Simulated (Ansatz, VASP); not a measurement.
Y in VASP and in Ansatz

The input POSCAR:

```
Y
1.0
    0.0000000000      3.3102042233      3.3102042233
    3.3102042233      0.0000000000      3.3102042233
    3.3102042233      3.3102042233      0.0000000000
Y
2
Direct
    0.1250000000      0.1250000000      0.1250000000
    0.8750000000      0.8750000000      0.8750000000
```

The input INCAR.step1:

```
ALGO = Normal ; EDIFF = 1E-4
ENCUT = 520 ; GGA = PE
ISMEAR = -1 ; LASPH = T
LCHARG = F ; LREAL = F
LWAVE = T ; NBANDS = 18
NELM = 100 ; PREC = Accurate
SIGMA = 0.1
```

Contents of INCAR.step2:

```
ALGO = Normal ; EDIFF = 1E-6
ENCUT = 520 ; ISIF = 2
ISMEAR = -1 ; ISTART = 1
LASPH = T ; LCHARG = F
LMIXTAU = T ; LREAL = F
LWAVE = F ; METAGGA = R2SCAN
NBANDS = 18 ; NELM = 100
PREC = Accurate ; SIGMA = 0.1
```

The input KPOINTS:

```
k-points
0
Gamma
  9 9 9
```

Input for Ansatz:

```yaml
crystal:
  lattice:
    - [0.0, 3.3102042233, 3.3102042233]
    - [3.3102042233, 0.0, 3.3102042233]
    - [3.3102042233, 3.3102042233, 0.0]
  atoms:
    - { symbol: "Y", position: [0.125, 0.125, 0.125] }
    - { symbol: "Y", position: [0.875, 0.875, 0.875] }
hamiltonian:
  xc: r2scan
  pseudopotentials:
    kind: paw
    azcp:
      "Y": "pseudopotentials/Y.paw.azcp"
basis:
  ecutwfc: 500
  fft_grid_basis: typed
kpoints:
  mp_grid: { grid: [9, 9, 9], shift: [0, 0, 0] }
magnetization:
  spin_polarized: false
scf:
  occupations: { method: fermi_dirac, width: 0.1 }
  lower_state_search: "off"
output:
  stress: true
  write_density: true
  write_potential: true
  elf: true
  volumetric_format: npy
```

Alike in both runs: task single point; functional r2SCAN; k mesh 9 × 9 × 9; occupations fermi-dirac, width 0.1 eV; no spin polarisation.

|  | VASP | Ansatz |
| --- | --- | --- |
| version | VASP 6.6.1 | Ansatz 0.2.0 |
| potentials or method | VASP PAW PBE potentials, release 64 (Y_sv), cutoff 520 eV | plane waves (500 eV) with PAW, scalar-relativistic |
| valence electrons in the cell | 22 | 22 |

Ansatz gave:

| Quantity | Value |
| --- | --- |
| pressure (GPa) | 1.2 |

Q: Estimate VASP's values.

A: Pressure (GPa): 1.3.

VASP's potentials were made for PBE, not for r2SCAN. With one functional, cell and mesh, what is left measures potentials, basis and numerics.
